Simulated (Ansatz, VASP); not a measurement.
# Two plane-wave programs on Sn

The input INCAR:

```
ALGO = Normal ; EDIFF = 1E-6
ENCUT = 520 ; GGA = PS
ISIF = 2 ; ISMEAR = -1
ISPIN = 2 ; ISYM = 0
LASPH = True ; LCHARG = True
LELF = True ; LORBIT = 11
LREAL = False ; LVHAR = True
LWAVE = False ; MAGMOM = 2
NBANDS = 17 ; NELM = 150
PREC = Accurate ; SIGMA = 0.01
```

File KPOINTS:

```
k-points
0
Gamma
  1 1 1
```

Contents of POSCAR:

```
Sn
1.0
   14.0000000000      0.0000000000      0.0000000000
    0.0000000000     14.4000000000      0.0000000000
    0.0000000000      0.0000000000     14.8000000000
Sn
1
Direct
    0.5000000000      0.5000000000      0.5000000000
```

Input for Ansatz:

```yaml
crystal:
  lattice:
    - [14.0, 0.0, 0.0]
    - [0.0, 14.4, 0.0]
    - [0.0, 0.0, 14.8]
  atoms:
    - { symbol: Sn, position: [0.5, 0.5, 0.5], spin: 2.0 }
  symmetry: { detect: false, time_reversal: true }
hamiltonian:
  xc: pbesol
  pseudopotentials:
    kind: paw
    azcp:
      Sn: "pseudopotentials/Sn.paw.azcp"
basis:
  ecutwfc: 420
  fft_grid_basis: typed
kpoints:
  mp_grid: { grid: [1, 1, 1], shift: [0, 0, 0] }
magnetization:
  spin_polarized: true
scf:
  occupations: { method: fermi_dirac, width: 0.01 }
```

Alike in both runs: task single point; functional PBEsol; k mesh 1 × 1 × 1; occupations fermi-dirac, width 0.01 eV; collinear spin.

|  | VASP | Ansatz |
| --- | --- | --- |
| version | VASP 6.6.1 | Ansatz 0.2.0 |
| potentials or method | VASP PAW PBE potentials, release 64 (Sn_d), cutoff 520 eV | plane waves (420 eV) with PAW, scalar-relativistic |
| valence electrons in the cell | 14 | 14 |

|  | VASP | Ansatz | Ansatz less VASP |
| --- | --- | --- | --- |
| net moment per atom (μB) | 2.00 | 2.00 | 0.000 |
| size of the moment on the site where the two differ most (μB) | 0.76 | 2.00 | +1.240 |

VASP's potentials were made for PBE, not for PBEsol, and Ansatz warns of the same on its side. Site moments also hang on the region over which each program counts them. Ansatz's warnings: open shared shell at semilocal close.
